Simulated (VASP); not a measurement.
# FePt (P4/mmm) in VASP: relaxation of shape and atoms at fixed volume with PBE

Aim: the relaxation of shape and atoms at fixed volume of FePt with PBE.

All numbers are computed with VASP 6.6.1; they aren't measurements. Logs are shortened: lines on timing, memory, paths and dates and some standing lists are left out, and cuts for length are marked.

## Step 1: The cell of the first run

The structure is tetragonal, space group P4/mmm (No. 123). The conventional cell has a = 2.702 Å, b = 2.702 Å, c = 3.727 Å, α = 90.00°, β = 90.00°, γ = 90.00°. Fe (site symmetry 4/mmm) has 8 Pt at 2.67 Å and 4 Fe at 2.70 Å within 3.5 Å. Pt (site symmetry 4/mmm) has 8 Fe at 2.67 Å and 4 Pt at 2.70 Å within 3.5 Å.

## Step 2: Relaxation of shape and atoms at fixed volume, PBE, collinear spin, ferromagnetic start (13.60 Å³/atom)

File INCAR:

```
SYSTEM = FePt
  PREC = Accurate
  ENCUT = 600
  EDIFF = 1E-7
  ISMEAR = 0
  SIGMA = 0.1
  LREAL = .FALSE.
  LASPH = .TRUE.
  NELM = 200
  ALGO = Normal
  ISIF = 4
  LWAVE = .FALSE.
  LCHARG = .FALSE.
  ISPIN = 2
  MAGMOM = 3.28 0.42
  LORBIT = 11
  LMAXMIX = 4
  GGA = PE
  IBRION = 2
  NSW = 50
  EDIFFG = -0.01
  GGA_COMPAT = .FALSE.
  NELMIN = 4
  KPAR = 4
```

File KPOINTS:

```
Automatic mesh
0
G
  20 20 14
  0 0 0
```

File POSCAR:

```
FePt
1.0
    2.7015316196      0.0000000000      0.0000000000
    0.0000000000      2.7015316196      0.0000000000
    0.0000000000      0.0000000000      3.7271940405
Fe Pt
1 1
Direct
    0.5000000000      0.5000000000      0.5000000000
    0.0000000000      0.0000000000      0.0000000000
```

Potentials or basis: VASP PAW PBE potentials, release 64 (Fe, Pt).

Command:

```sh
$ cat potpaw_PBE.64/Fe/POTCAR potpaw_PBE.64/Pt/POTCAR > POTCAR
$ mpirun -np 4 vasp_std > vasp.out
```

OUTCAR:

```text
SYSTEM = FePt
   PREC = Accurate
   ENCUT = 600
   EDIFF = 1E-7
   ISMEAR = 0
   LREAL = .FALSE.
   LASPH = .TRUE.
   NELM = 200
   ISIF = 4
   ISPIN = 2
   LORBIT = 11
   GGA = PE
   IBRION = 2
   NSW = 50
   EDIFFG = -0.01
   NELMIN = 4

 ion  position               nearest neighbor table
   1  0.500  0.500  0.500-   2 2.67   2 2.67   2 2.67   2 2.67   2 2.67   2 2.67   2 2.67   2 2.67

   2  0.000  0.000  0.000-   1 2.67   1 2.67   1 2.67   1 2.67   1 2.67   1 2.67   1 2.67   1 2.67

  LATTYP: Found a simple tetragonal cell.
 ALAT       =     2.7015316196
 C/A-ratio  =     1.3796596025

  Lattice vectors:

 A1 = (   2.7015316196,   0.0000000000,   0.0000000000)
 A2 = (   0.0000000000,   2.7015316196,   0.0000000000)
 A3 = (   0.0000000000,   0.0000000000,   3.7271940405)

Analysis of symmetry for initial positions (statically):
=====================================================================
 Subroutine PRICEL returns:
 Original cell was already a primitive cell.

 Routine SETGRP: Setting up the symmetry group for a
 simple tetragonal supercell.

 Subroutine GETGRP returns: Found 16 space group operations
 (whereof 16 operations were pure point group operations)
 out of a pool of 16 trial point group operations.

The static configuration has the point symmetry D_4h.

Analysis of symmetry for dynamics (positions and initial velocities):
=====================================================================
 Subroutine PRICEL returns:
 Original cell was already a primitive cell.

 Routine SETGRP: Setting up the symmetry group for a
 simple tetragonal supercell.

 Subroutine GETGRP returns: Found 16 space group operations
 (whereof 16 operations were pure point group operations)
 out of a pool of 16 trial point group operations.

The dynamic configuration has the point symmetry D_4h.

Analysis of structural, dynamic, and magnetic symmetry:
=====================================================================
 Subroutine PRICEL returns:
 Original cell was already a primitive cell.

 Routine SETGRP: Setting up the symmetry group for a
 simple tetragonal supercell.

 Subroutine GETGRP returns: Found 16 space group operations
 (whereof 16 operations were pure point group operations)
 out of a pool of 16 trial point group operations.

The overall configuration has the point symmetry D_4h.

 Subroutine INISYM returns: Found 16 space group operations
 (whereof 16 operations are pure point group operations),
 and found     1 'primitive' translations

----------------------------------------------------------------------------------------

                                     Primitive cell

  volume of cell :      27.2021

  direct lattice vectors                    reciprocal lattice vectors
     2.701531620  0.000000000  0.000000000     0.370160391  0.000000000  0.000000000
     0.000000000  2.701531620  0.000000000     0.000000000  0.370160391  0.000000000
     0.000000000  0.000000000  3.727194041     0.000000000  0.000000000  0.268298347

  length of vectors
     2.701531620  2.701531620  3.727194041     0.370160391  0.370160391  0.268298347

  position of ions in fractional coordinates (direct lattice)
     0.500000000  0.500000000  0.500000000
     0.000000000  0.000000000  0.000000000

  ion indices of the primitive-cell ions
   primitive index   ion index
                 1           1
                 2           2

----------------------------------------------------------------------------------------

 KPOINTS: Automatic mesh

Automatic generation of k-mesh.
 Grid dimensions read from file:
 generate k-points for:   20   20   14

 Generating k-lattice:

  Cartesian coordinates                     Fractional coordinates (reciprocal lattice)
     0.018508020  0.000000000  0.000000000     0.050000000  0.000000000  0.000000000
     0.000000000  0.018508020  0.000000000     0.000000000  0.050000000  0.000000000
     0.000000000  0.000000000  0.019164168     0.000000000  0.000000000  0.071428571

  Length of vectors
     0.018508020  0.018508020  0.019164168

  Shift w.r.t. Gamma in fractional coordinates (k-lattice)
[... 44 lines left out ...]
   ISTART =      0    job   : 0-new  1-cont  2-samecut
   ICHARG =      2    charge: 1-file 2-atom 10-const
   ISPIN  =      2    spin polarized calculation?
   LNONCOLLINEAR =      F non collinear calculations
   LSORBIT =      F    spin-orbit coupling
   LASPH  =      T    aspherical Exc in radial PAW
   ENCUT  =  600.0 eV  44.10 Ry    6.64 a.u.   5.40  5.40  7.44*2*pi/ulx,y,z
   NELM   =    200;   NELMIN=  4; NELMDL= -5     # of ELM steps
   EDIFF  = 0.1E-06   stopping-criterion for ELM
   LREAL  =      F    real-space projection
   EDIFFG = -.1E-01   stopping-criterion for IOM
   NSW    =     50    number of steps for IOM
   IBRION =      2    ionic relax: 0-MD 1-quasi-New 2-CG
   NFREE  =      1    steps in history (QN), initial steepest desc. (CG)
   ISIF   =      4    stress and relaxation
   ISYM   =      2    0-nonsym 1-usesym 2-fastsym
   POTIM  = 0.5000    time-step for ionic-motion
   TEBEG  =    0.0;   TEEND  =   0.0 temperature during run
   PSTRESS=    0.0 pullay stress
   NELECT =      18.0000    total number of electrons
   NUPDOWN=      -1.0000    fix difference up-down
   EMIN   =  10.00;   EMAX   =-10.00  energy-range for DOS
   EFERMI =   0.00;   METHOD = LEGACY
   ISMEAR =     0;   SIGMA  =   0.10  broadening in eV -4-tet -1-fermi 0-gaus
   EFERMI_NEDOS =   21; number of points for ismear=-14 and -15
   IALGO  =     38    algorithm
   IMIX   =      4    mixing-type and parameters
     AMIX     =   0.40;   BMIX     =  1.00
     AMIX_MAG =   1.60;   BMIX_MAG =  1.00
  volume/ion in A,a.u.               =      13.60        91.78
  Fermi-wavevector in a.u.,A,eV,Ry     =   1.426587  2.695859 27.689907  2.035151
  Thomas-Fermi vector in A             =   2.546848
   LORBIT       =     11    0 simple, 1 ext, 2 COOP (PROOUT), +10 PAW based schemes
   GGA     = PE    functional components
   LHFCALC =     F    Hartree Fock is set to
   AEXX    =    0.0000 exact exchange contribution
   IVDW    =     0    specifies the selected vdW correction
   LEPSILON=     F    determine dielectric tensor
   LRPA    =     F    only Hartree local field effects (RPA)
 conjugate gradient relaxation of ions
 spin polarized calculation
 Gauss-broadening in eV      SIGMA  =   0.10
  energy-cutoff  :      600.00
  volume of cell :       27.20
 maximum number of plane-waves:       923
 NGX is ok and might be reduce to    24
   NGX = 11   NGY = 11   NGZ = 15

 number of electron      18.0000006 magnetization       3.2420038

 Free energy of the ion-electron system (eV)
  ---------------------------------------------------
  ext. energy  EPLUGINS =         0.00000000
  ---------------------------------------------------
  free energy    TOTEN  =       -14.79454100 eV

  energy without entropy =      -14.78880069  energy(sigma->0) =      -14.79167085

 E-fermi :   8.8885     XC(G=0): -13.1404

 val. band max:        8.8830355724   @ k =   0.4500   0.0500   0.1429
 cond. band min:       8.8890598164   @ k =   0.2500   0.2000   0.3571
 fundamental gap:      0.0060242440
 Fermi energy:         8.8885280644

 spin component 1

 k-point     1 :       0.0000    0.0000    0.0000
  band No.  band energies     occupation
      1      -0.8080      1.00000
      2       2.4345      1.00000
      3       2.5989      1.00000
      4       5.4459      1.00000
      5       5.4459      1.00000
      6       5.9397      1.00000
      7       6.8229      1.00000
      8       6.9514      1.00000
      9       8.4072      1.00000
     10       8.5368      1.00000
     11       8.5368      1.00000
     12      11.0550      0.00000
     13      18.6540      0.00000
     14      20.7940      0.00000
[... 403 lines left out ...]
      4       4.8608      1.00000
      5       5.8169      1.00000
      6       6.1773      1.00000
      7       6.3452      1.00000
      8       6.4914      1.00000
      9       7.1038      1.00000
     10       7.4139      1.00000
     11       8.3928      1.00000
     12      14.3727      0.00000
     13      16.8274      0.00000
     14      18.8130      0.00000
     15      21.0063      0.00000

 [... further k-points ...]

 spin component 2

 k-point     1 :       0.0000    0.0000    0.0000
  band No.  band energies     occupation
      1      -0.6754      1.00000
      2       2.9699      1.00000
      3       2.9932      1.00000
      4       6.5167      1.00000
      5       6.5167      1.00000
      6       8.0322      1.00000
      7       8.1738      1.00000
      8       9.4473      0.00000
      9      10.6079      0.00000
     10      10.6080      0.00000
     11      10.6238      0.00000
     12      11.2395      0.00000
     13      19.4984      0.00000
     14      21.0850      0.00000
[... 403 lines left out ...]
      4       5.5841      1.00000
      5       6.4173      1.00000
      6       7.2332      1.00000
      7       8.3403      1.00000
      8       8.6755      0.99871
      9       9.5500      0.00000
     10      10.0113      0.00000
     11      10.4945      0.00000
     12      15.0068      0.00000
     13      17.3868      0.00000
     14      19.5301      0.00000
     15      21.5131      0.00000

 [... further k-points ...]

------------------------ aborting loop because EDIFF is reached ----------------------------------------

  FORCE on cell =-STRESS in cart. coord.  units (eV):
  Direction    XX          YY          ZZ          XY          YZ          ZX
  --------------------------------------------------------------------------------------
  -------------------------------------------------------------------------------------
  Total        1.0523126      1.0523126      1.0671197      0.0000000      0.0000000     -0.0000000
  in kB       61.9802379     61.9802379     62.8523602      0.0000000      0.0000000     -0.0000000
  external PRESSURE =      62.2709453 kB  Pullay stress =       0.0000000 kB

 VOLUME and BASIS-vectors are now :
 -----------------------------------------------------------------------------
  energy-cutoff  :      600.00
  volume of cell :       27.20
      direct lattice vectors                 reciprocal lattice vectors
     2.701531620  0.000000000  0.000000000     0.370160391  0.000000000  0.000000000
     0.000000000  2.701531620  0.000000000     0.000000000  0.370160391  0.000000000
     0.000000000  0.000000000  3.727194041     0.000000000  0.000000000  0.268298347

 POSITION                                       TOTAL-FORCE (eV/Angst)
 -----------------------------------------------------------------------------------
      1.35077      1.35077      1.86360         0.000000      0.000000      0.000000
      0.00000      0.00000      0.00000         0.000000      0.000000      0.000000
 -----------------------------------------------------------------------------------
    total drift:                                0.000000      0.000000     -0.000000

  FREE ENERGIE OF THE ION-ELECTRON SYSTEM (eV)
  ---------------------------------------------------
  free  energy   TOTEN  =       -14.7945410040 eV

  energy  without entropy=      -14.7888006877  energy(sigma->0) =      -14.79167085

 reached required accuracy - stopping structural energy minimisation

 total charge

# of ion       s       p       d       tot
------------------------------------------
    1        0.414   0.463   6.139   7.015
    2        0.723   0.684   8.065   9.473
--------------------------------------------------
tot          1.137   1.147  14.204  16.488

 magnetization (x)

# of ion       s       p       d       tot
------------------------------------------
    1        0.004  -0.007   2.895   2.892
    2       -0.025  -0.068   0.418   0.324
--------------------------------------------------
tot         -0.021  -0.075   3.313   3.216
```

Run time: 54 s. Hardware: 4 MPI ranks of Intel Xeon 6975P-C (Granite Rapids), shared host; peak memory 0.53 GiB.

What came out:

```yaml
Free_energy: -14.7945 eV
Pressure_after_relaxing: 6.2 GPa
Net_moment: 3.24 μB per cell
Site_moments: Fe +2.89; Pt +0.32 μB
Valence_electrons_inside_the_program's_atomic_spheres: Fe 7.01; Pt 9.47
```

Final structure:
```
Fe Pt
1.0
     2.70153    0.00000    0.00000
     0.00000    2.70153    0.00000
     0.00000    0.00000    3.72719
Fe Pt
1 1
Direct
  0.50000 0.50000 0.50000
  0.00000 0.00000 0.00000
```

Caveat: spin-orbit coupling is left out, which moves the levels of the heavy elements.
